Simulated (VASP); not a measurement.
Here is a VASP 6.6.1 calculation.

INCAR

```
SYSTEM = CsPbCl3
ALGO = Normal
EDIFF = 1E-6
ENCUT = 520
GGA = CA
ISIF = 2
ISMEAR = -1
LASPH = .True.
LCHARG = .False.
LREAL = .False.
LWAVE = .False.
NBANDS = 30
NELM = 100
PREC = Accurate
SIGMA = 0.05
```

File KPOINTS:

```
k-points
0
Gamma
  5 5 5
  0 0 0
```

The input POSCAR:

```
CsPbCl3
1.0
    5.6050000000      0.0000000000      0.0000000000
    0.0000000000      5.6050000000      0.0000000000
    0.0000000000      0.0000000000      5.6050000000
Pb Cs Cl
1 1 3
Direct
    0.5000000000      0.5000000000      0.5000000000
    0.0000000000      0.0000000000      0.0000000000
    0.5000000000      0.0000000000      0.5000000000
    0.0000000000      0.5000000000      0.5000000000
    0.5000000000      0.5000000000      0.0000000000
```

Potentials or basis: VASP PAW LDA potentials, release 64 (Pb_d, Cs_sv, Cl).

Command:

```bash
$ cat potpaw_LDA.64/Pb_d/POTCAR potpaw_LDA.64/Cs_sv/POTCAR potpaw_LDA.64/Cl/POTCAR > POTCAR
$ mpirun -np 1 vasp_std > vasp.out
```

Estimate the band gap on the k mesh.

2.78 eV, direct.

Predict the pressure.

-1.2 GPa.

Caveat: spin-orbit coupling is left out, which moves the levels of the heavy elements. A hybrid or GW would open this gap; LDA tends to underestimate it.
